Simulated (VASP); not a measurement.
Input of a VASP 6.6.1 run:

The input INCAR:

```
SYSTEM = Si16C
PREC = Accurate ; ENCUT = 520
EDIFF = 1E-7 ; ISMEAR = 0
SIGMA = 0.01 ; LREAL = Auto
LASPH = .True. ; NELM = 150
ALGO = Normal ; ISIF = 2
LWAVE = .False. ; LCHARG = .False.
ISPIN = 2 ; MAGMOM = 0.091 0.091 0.091 0 0.091 0 0 0 0.091 0 0.091 0.091 0.091 0.091 0 0.091 0.091
LORBIT = 11 ; GGA = PE
NELECT = 67.0 ; NBANDS = 52
```

The input KPOINTS:

```
Automatic mesh
0
Gamma
  2 2 2
  0 0 0
```

File POSCAR:

```
Si16C
1.0
    0.0000000000      5.4700937642     -5.4700937642
    5.4700937642      5.4700937642      0.0000000000
    5.4700937642      0.0000000000     -5.4700937642
Si C
16 1
Direct
    0.1494140017      0.1079455395      0.1464722415
    0.1492422173      0.5944474213      0.1463037667
    0.6747085798      0.1004128738      0.1250200616
    0.6367368816      0.6142659995      0.1355507886
    0.1279561621      0.1004275332      0.6716937244
    0.1381113041      0.6143392085      0.6340323570
    0.6154047779      0.0996516931      0.6126168787
    0.6172600627      0.6590243395      0.6143824786
    0.2649357329      0.7354507465      0.2622961625
    0.2794571861      0.2212430314      0.2765359351
    0.7782214019      0.7308203908      0.2499981565
    0.7781924352      0.2419040218      0.2502138170
    0.2528513827      0.7308450578      0.7752899438
    0.2529599745      0.2419750811      0.7752606704
    0.7653041864      0.7316411354      0.7627464202
    0.6833416528      0.3116269984      0.6804925681
   -0.1544728180      0.1527003707     -0.1574412052
```

Potentials or basis: VASP PAW PBE potentials, release 64 (Si, C).

The run is started by

```console
$ cat potpaw_PBE.64/Si/POTCAR potpaw_PBE.64/C/POTCAR > POTCAR
$ mpirun -np 1 vasp_std > vasp.out
```

(1) Estimate the largest force.

(2) Predict the net moment.

Answers

(1) 0.028 eV/Å.

(2) 0.00 μB per cell.

Caveat: the k points lie up to 0.50 Å⁻¹ apart; the cell carries a net charge on a neutralising background, which shifts energy and pressure.
